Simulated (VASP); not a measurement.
Wanted: the native input for a VASP 6.6.1 run.

```yaml
Task: relaxation of cell and atoms
Functional: PBE
Potentials_or_basis: VASP PAW PBE potentials, release 64 (Mg, Ge_d, N)
Cutoff: 600 eV
k_mesh: 6 × 6 × 2
Occupations: gaussian, width 0.1 eV
Spin: no spin polarisation
Dipole_correction: no
Further_INCAR_settings: ALGO = Normal; EDIFF = 1e-07; IBRION = 2; EDIFFG = -0.04; NSW = 90; ISIF = 3
```

The structure of Mg2Ge2N lies in POSCAR:

```
Mg2Ge2N
1.0
    3.1563538500      0.0000000000      0.0000000000
   -1.5781769200      2.7334826200      0.0000000000
    0.0000000000      0.0000000000      8.4735918400
Mg Ge N
2 2 1
Direct
    0.6666666700      0.3333333300      0.8658250600
    0.3333333300      0.6666666700      0.1341749400
    0.3333333300      0.6666666700      0.6841193400
    0.6666666700      0.3333333300      0.3158806600
    0.0000000000      0.0000000000      0.0000000000
```

One way to write it, as run:

INCAR

```
SYSTEM = Mg2Ge2N
  ALGO = Normal
  EDIFF = 1E-7
  EDIFFG = -0.04
  ENCUT = 600
  GGA = PE
  IBRION = 2
  ISIF = 3
  ISMEAR = 0
  LASPH = .TRUE.
  LCHARG = .FALSE.
  LREAL = .FALSE.
  LWAVE = .FALSE.
  NELM = 80
  NSW = 90
  PREC = Accurate
  SIGMA = 0.1
```

KPOINTS

```
k-points
0
G
  6 6 2
  0 0 0
```

Potentials or basis: VASP PAW PBE potentials, release 64 (Mg, Ge_d, N).

Command:

```sh
$ cat potpaw_PBE.64/Mg/POTCAR potpaw_PBE.64/Ge_d/POTCAR potpaw_PBE.64/N/POTCAR > POTCAR
$ mpirun -np 1 vasp_std > vasp.out
```

It gave:

The relaxed volume is 16.25 Å³/atom, the relaxed cell is a = 3.264 Å, b = 3.264 Å, c = 8.804 Å, α = 90.00°, β = 90.00°, γ = 120.00° and the space group after relaxing (to 0.05 Å) is P-3m1 (No. 164). The energy gained by relaxing is 833.7 meV/atom, the ionic steps are 29 and the pressure after relaxing is -0.2 GPa. The largest force after relaxing is 0.033 eV/Å.

Caveat: the k points lie up to 0.37 Å⁻¹ apart in the final cell.

Run time: 8.9 min on 1 thread of Intel(R) Xeon(R) Platinum 8488C (Sapphire Rapids) (shared host), peak memory 0.24 GiB.
